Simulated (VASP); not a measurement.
# TiCo3 (Pm-3m) in VASP: single point with PBEsol

Aim: the single point of TiCo3 with PBEsol.

Everything below comes from runs of VASP 6.6.1. Logs are shortened: lines on timing, memory, paths and dates and some standing lists are left out, and cuts for length are marked.

## (1) The cell of the first run

Symmetry: Pm-3m, No. 221, cubic system. The conventional cell has a = 3.528 Å, b = 3.528 Å, c = 3.528 Å, α = 90.00°, β = 90.00°, γ = 90.00°. Ti (site symmetry m-3m) has 12 Co at 2.49 Å within 3.3 Å. Co (site symmetry 4/mmm) has 4 Ti at 2.49 Å and 8 Co at 2.49 Å within 3.3 Å.

## (2) Single point, PBEsol, collinear spin, ferromagnetic start

Input file INCAR:

```
ALGO = Fast
EDIFF = 1E-7
ENCUT = 520
GGA = PS
ISIF = 2
ISMEAR = 0
ISPIN = 2
LASPH = T
LCHARG = F
LMAXMIX = 4
LORBIT = 11
LREAL = F
LWAVE = F
MAGMOM = 0 0.3 0.3 0.3
NBANDS = 32
NELM = 150
PREC = Accurate
SIGMA = 0.15
```

Input file KPOINTS:

```
k-points
0
Gamma
  12 12 12
```

Input file POSCAR:

```
TiCo3
1.0
    3.5280257688      0.0000000000      0.0000000000
    0.0000000000      3.5280257688      0.0000000000
    0.0000000000      0.0000000000      3.5280257688
Ti Co
1 3
Direct
    0.0000000000      0.0000000000      0.0000000000
    0.0000000000      0.5000000000      0.5000000000
    0.5000000000      0.0000000000      0.5000000000
    0.5000000000      0.5000000000      0.0000000000
```

Potentials or basis: VASP PAW PBE potentials, release 64 (Ti_sv, Co).

Started as:

```bash
cat potpaw_PBE.64/Ti_sv/POTCAR potpaw_PBE.64/Co/POTCAR > POTCAR
mpirun -np 1 vasp_std > vasp.out
```

OUTCAR:

```text
EDIFF = 1E-7
   ENCUT = 520
   GGA = PS
   ISIF = 2
   ISMEAR = 0
   ISPIN = 2
   LASPH = T
   LORBIT = 11
   LREAL = F
   NELM = 150
   PREC = Accurate

 ion  position               nearest neighbor table
   1  0.000  0.000  0.000-   2 2.49   3 2.49   4 2.49   2 2.49   3 2.49   2 2.49   4 2.49   2 2.49
                             3 2.49   4 2.49   3 2.49   4 2.49
   2  0.000  0.500  0.500-   1 2.49   3 2.49   4 2.49   1 2.49   4 2.49   1 2.49   3 2.49   1 2.49
                             3 2.49   4 2.49   4 2.49   3 2.49
   3  0.500  0.000  0.500-   1 2.49   2 2.49   4 2.49   1 2.49   4 2.49   2 2.49   4 2.49   4 2.49
                             1 2.49   2 2.49   1 2.49   2 2.49
   4  0.500  0.500  0.000-   1 2.49   2 2.49   3 2.49   2 2.49   3 2.49   1 2.49   3 2.49   3 2.49
                             1 2.49   2 2.49   2 2.49   1 2.49

  LATTYP: Found a simple cubic cell.
 ALAT       =     3.5280257688

  Lattice vectors:

 A1 = (   3.5280257688,   0.0000000000,   0.0000000000)
 A2 = (   0.0000000000,   3.5280257688,   0.0000000000)
 A3 = (   0.0000000000,   0.0000000000,   3.5280257688)

Analysis of symmetry for initial positions (statically):
=====================================================================
 Subroutine PRICEL returns:
 Original cell was already a primitive cell.

 Routine SETGRP: Setting up the symmetry group for a
 simple cubic supercell.

 Subroutine GETGRP returns: Found 48 space group operations
 (whereof 48 operations were pure point group operations)
 out of a pool of 48 trial point group operations.

The static configuration has the point symmetry O_h .

Analysis of symmetry for dynamics (positions and initial velocities):
=====================================================================
 Subroutine PRICEL returns:
 Original cell was already a primitive cell.

 Routine SETGRP: Setting up the symmetry group for a
 simple cubic supercell.

 Subroutine GETGRP returns: Found 48 space group operations
 (whereof 48 operations were pure point group operations)
 out of a pool of 48 trial point group operations.

The dynamic configuration has the point symmetry O_h .

Analysis of structural, dynamic, and magnetic symmetry:
=====================================================================
 Subroutine PRICEL returns:
 Original cell was already a primitive cell.

 Routine SETGRP: Setting up the symmetry group for a
 simple cubic supercell.

 Subroutine GETGRP returns: Found 48 space group operations
 (whereof 48 operations were pure point group operations)
 out of a pool of 48 trial point group operations.

The overall configuration has the point symmetry O_h .

 Subroutine INISYM returns: Found 48 space group operations
 (whereof 48 operations are pure point group operations),
 and found     1 'primitive' translations

----------------------------------------------------------------------------------------

                                     Primitive cell

  volume of cell :      43.9132

  direct lattice vectors                    reciprocal lattice vectors
     3.528025769  0.000000000  0.000000000     0.283444642  0.000000000  0.000000000
     0.000000000  3.528025769  0.000000000     0.000000000  0.283444642  0.000000000
     0.000000000  0.000000000  3.528025769     0.000000000  0.000000000  0.283444642

  length of vectors
     3.528025769  3.528025769  3.528025769     0.283444642  0.283444642  0.283444642

  position of ions in fractional coordinates (direct lattice)
     0.000000000  0.000000000  0.000000000
     0.000000000  0.500000000  0.500000000
     0.500000000  0.000000000  0.500000000
     0.500000000  0.500000000  0.000000000

  ion indices of the primitive-cell ions
   primitive index   ion index
                 1           1
                 2           2
                 3           3
                 4           4

----------------------------------------------------------------------------------------

 KPOINTS: k-points

Automatic generation of k-mesh.
 Grid dimensions read from file:
 generate k-points for:   12   12   12

 Generating k-lattice:

  Cartesian coordinates                     Fractional coordinates (reciprocal lattice)
     0.023620387  0.000000000  0.000000000     0.083333333  0.000000000  0.000000000
     0.000000000  0.023620387  0.000000000     0.000000000  0.083333333  0.000000000
     0.000000000  0.000000000  0.023620387     0.000000000  0.000000000  0.083333333

  Length of vectors
     0.023620387  0.023620387  0.023620387

  Shift w.r.t. Gamma in fractional coordinates (k-lattice)
     0.000000000  0.000000000  0.000000000

 Subroutine IBZKPT returns following result:
 ===========================================

 Found     84 irreducible k-points:

 Following reciprocal coordinates:
            Coordinates               Weight
  0.000000  0.000000  0.000000      1.000000
  0.083333  0.000000  0.000000      6.000000
  0.166667  0.000000  0.000000      6.000000
  0.250000  0.000000  0.000000      6.000000
  0.333333  0.000000  0.000000      6.000000
  0.416667  0.000000  0.000000      6.000000
[... 16 lines left out ...]
  0.333333  0.333333  0.000000     12.000000
  0.416667  0.333333  0.000000     24.000000
 [... further k-points ...]
   k-points           NKPTS =     84   k-points in BZ     NKDIM =     84   number of bands    NBANDS=     32
   number of dos      NEDOS =    301   number of ions     NIONS =      4
   total plane-waves  NPLWV =  21952
   dimension x,y,z NGX =    28 NGY =   28 NGZ =   28
   dimension x,y,z NGXF=    56 NGYF=   56 NGZF=   56
   ions per type =               1   3
   NGX,Y,Z   is equivalent  to a cutoff of  13.19, 13.19, 13.19 a.u.
   NGXF,Y,Z  is equivalent  to a cutoff of  26.39, 26.39, 26.39 a.u.
 SYSTEM =  unknown system
   PREC   = accura    normal or accurate (medium, high low for compatibility)
   ISTART =      0    job   : 0-new  1-cont  2-samecut
   ICHARG =      2    charge: 1-file 2-atom 10-const
   ISPIN  =      2    spin polarized calculation?
   LNONCOLLINEAR =      F non collinear calculations
   LSORBIT =      F    spin-orbit coupling
   LASPH  =      T    aspherical Exc in radial PAW
   ENCUT  =  520.0 eV  38.22 Ry    6.18 a.u.   6.56  6.56  6.56*2*pi/ulx,y,z
   NELM   =    150;   NELMIN=  2; NELMDL= -5     # of ELM steps
   EDIFF  = 0.1E-06   stopping-criterion for ELM
   LREAL  =      F    real-space projection
   EDIFFG = 0.1E-05   stopping-criterion for IOM
   NSW    =      0    number of steps for IOM
   IBRION =     -1    ionic relax: 0-MD 1-quasi-New 2-CG
   NFREE  =      0    steps in history (QN), initial steepest desc. (CG)
   ISIF   =      2    stress and relaxation
   ISYM   =      2    0-nonsym 1-usesym 2-fastsym
   POTIM  = 0.5000    time-step for ionic-motion
   TEBEG  =    0.0;   TEEND  =   0.0 temperature during run
   PSTRESS=    0.0 pullay stress
   NELECT =      39.0000    total number of electrons
   NUPDOWN=      -1.0000    fix difference up-down
   EMIN   =  10.00;   EMAX   =-10.00  energy-range for DOS
   EFERMI =   0.00;   METHOD = LEGACY
   ISMEAR =     0;   SIGMA  =   0.15  broadening in eV -4-tet -1-fermi 0-gaus
   EFERMI_NEDOS =   21; number of points for ismear=-14 and -15
   IALGO  =     68    algorithm
   IMIX   =      4    mixing-type and parameters
     AMIX     =   0.40;   BMIX     =  1.00
     AMIX_MAG =   1.60;   BMIX_MAG =  1.00
  volume/ion in A,a.u.               =      10.98        74.09
  Fermi-wavevector in a.u.,A,eV,Ry     =   1.573613  2.973697 33.691536  2.476258
  Thomas-Fermi vector in A             =   2.674871
   LORBIT       =     11    0 simple, 1 ext, 2 COOP (PROOUT), +10 PAW based schemes
   GGA     = PS    functional components
   LHFCALC =     F    Hartree Fock is set to
   AEXX    =    0.0000 exact exchange contribution
   IVDW    =     0    specifies the selected vdW correction
   LEPSILON=     F    determine dielectric tensor
   LRPA    =     F    only Hartree local field effects (RPA)
 spin polarized calculation
 RMM-DIIS sequential band-by-band and
 Gauss-broadening in eV      SIGMA  =   0.15
  energy-cutoff  :      520.00
  volume of cell :       43.91
 maximum number of plane-waves:      1213
 NGX is ok and might be reduce to    28
   NGX = 13   NGY = 13   NGZ = 13

 number of electron      38.9999987 magnetization       0.6435336

 Free energy of the ion-electron system (eV)
  ---------------------------------------------------
  ext. energy  EPLUGINS =         0.00000000
  ---------------------------------------------------
  free energy    TOTEN  =       -32.74262868 eV

  energy without entropy =      -32.68275127  energy(sigma->0) =      -32.71268997

 E-fermi :  10.6832     XC(G=0): -13.6717

 val. band max:       10.6819330100   @ k =   0.3333   0.1667   0.0000
 cond. band min:      10.6871172046   @ k =   0.3333   0.2500   0.0000
 fundamental gap:      0.0051841946
 Fermi energy:        10.6832072461

 spin component 1

 k-point     1 :       0.0000    0.0000    0.0000
  band No.  band energies     occupation
      1     -45.3998      1.00000
      2     -21.7646      1.00000
      3     -21.7646      1.00000
      4     -21.7646      1.00000
      5       2.4772      1.00000
      6       6.1079      1.00000
[... 23 lines left out ...]
     30      22.7385      0.00000
     31      22.7385      0.00000

 k-point     2 :       0.0833    0.0000    0.0000
  band No.  band energies     occupation
      1     -45.3994      1.00000
      2     -21.7699      1.00000
      3     -21.7649      1.00000
      4     -21.7649      1.00000
      5       2.5744      1.00000
      6       6.1504      1.00000
[... 23 lines left out ...]
     30      22.7179      0.00000
     31      23.3852      0.00000

 k-point     3 :       0.1667    0.0000    0.0000
  band No.  band energies     occupation
      1     -45.3983      1.00000
      2     -21.7844      1.00000
      3     -21.7655      1.00000
      4     -21.7655      1.00000
      5       2.8615      1.00000
      6       6.2532      1.00000
[... 703 lines left out ...]
     30      22.8549      0.00000
     31      24.3529      0.00000

 k-point    24 :       0.4167    0.3333    0.0000
  band No.  band energies     occupation
      1     -45.3914      1.00000
      2     -21.8280      1.00000
      3     -21.8138      1.00000
      4     -21.7702      1.00000
      5       5.7393      1.00000
      6       6.9633      1.00000
[... 23 lines left out ...]
     30      23.0123      0.00000
     31      23.5405      0.00000

 [... further k-points ...]

 spin component 2

 k-point     1 :       0.0000    0.0000    0.0000
  band No.  band energies     occupation
      1     -45.4683      1.00000
      2     -21.8339      1.00000
      3     -21.8339      1.00000
      4     -21.8339      1.00000
      5       2.4865      1.00000
      6       6.2227      1.00000
[... 23 lines left out ...]
     30      22.7963      0.00000
     31      22.7963      0.00000

 k-point     2 :       0.0833    0.0000    0.0000
  band No.  band energies     occupation
      1     -45.4679      1.00000
      2     -21.8392      1.00000
      3     -21.8341      1.00000
      4     -21.8341      1.00000
      5       2.5839      1.00000
      6       6.2654      1.00000
[... 23 lines left out ...]
     30      22.7624      0.00000
     31      23.2263      0.00000

 k-point     3 :       0.1667    0.0000    0.0000
  band No.  band energies     occupation
      1     -45.4668      1.00000
      2     -21.8536      1.00000
      3     -21.8348      1.00000
      4     -21.8348      1.00000
      5       2.8713      1.00000
      6       6.3686      1.00000
[... 703 lines left out ...]
     30      22.9341      0.00000
     31      24.4066      0.00000

 k-point    24 :       0.4167    0.3333    0.0000
  band No.  band energies     occupation
      1     -45.4599      1.00000
      2     -21.8971      1.00000
      3     -21.8830      1.00000
      4     -21.8394      1.00000
      5       5.7656      1.00000
      6       7.0202      1.00000
[... 23 lines left out ...]
     30      23.0885      0.00000
     31      23.5816      0.00000

 [... further k-points ...]

 [bands above 31 left out]

------------------------ aborting loop because EDIFF is reached ----------------------------------------

  FORCE on cell =-STRESS in cart. coord.  units (eV):
  Direction    XX          YY          ZZ          XY          YZ          ZX
  --------------------------------------------------------------------------------------
  -------------------------------------------------------------------------------------
  Total       -0.1652674     -0.1652674     -0.1652674     -0.0000000      0.0000000     -0.0000000
  in kB       -6.0297931     -6.0297931     -6.0297931     -0.0000000      0.0000000     -0.0000000
  external PRESSURE =      -6.0297931 kB  Pullay stress =       0.0000000 kB

 VOLUME and BASIS-vectors are now :
 -----------------------------------------------------------------------------
  energy-cutoff  :      520.00
  volume of cell :       43.91
      direct lattice vectors                 reciprocal lattice vectors
     3.528025769  0.000000000  0.000000000     0.283444642  0.000000000  0.000000000
     0.000000000  3.528025769  0.000000000     0.000000000  0.283444642  0.000000000
     0.000000000  0.000000000  3.528025769     0.000000000  0.000000000  0.283444642

 POSITION                                       TOTAL-FORCE (eV/Angst)
 -----------------------------------------------------------------------------------
      0.00000      0.00000      0.00000         0.000000      0.000000      0.000000
      0.00000      1.76401      1.76401         0.000000      0.000000      0.000000
      1.76401      0.00000      1.76401         0.000000      0.000000      0.000000
      1.76401      1.76401      0.00000         0.000000      0.000000      0.000000
 -----------------------------------------------------------------------------------
    total drift:                                0.000000      0.000000      0.000000

  FREE ENERGIE OF THE ION-ELECTRON SYSTEM (eV)
  ---------------------------------------------------
  free  energy   TOTEN  =       -32.7426286782 eV

  energy  without entropy=      -32.6827512667  energy(sigma->0) =      -32.71268997

 total charge

# of ion       s       p       d       tot
------------------------------------------
    1        2.281   6.215   1.994  10.490
    2        0.529   0.550   7.354   8.433
    3        0.529   0.550   7.354   8.433
    4        0.529   0.550   7.354   8.433
--------------------------------------------------
tot          3.869   7.864  24.056  35.789

 magnetization (x)

# of ion       s       p       d       tot
------------------------------------------
    1       -0.001  -0.006  -0.072  -0.079
    2       -0.001  -0.002   0.247   0.245
    3       -0.001  -0.002   0.247   0.245
    4       -0.001  -0.002   0.247   0.245
--------------------------------------------------
tot         -0.003  -0.011   0.669   0.655
```

Run time: 10 min. Hardware: 1 thread of Oxide Virtual Turin-like, shared host; peak memory 0.26 GiB.

Results:

| Quantity | Value |
| --- | --- |
| Free energy | -32.7426 eV |
| Pressure | -0.6 GPa |
| Net moment | 0.64 μB per cell |
| Site moments | Ti -0.08; Co +0.24 μB |
| Valence electrons inside the program's atomic spheres | Ti 10.49; Co 8.43 |

Caveat: the PAW data sets were made with another functional, which shifts forces and pressure a little.
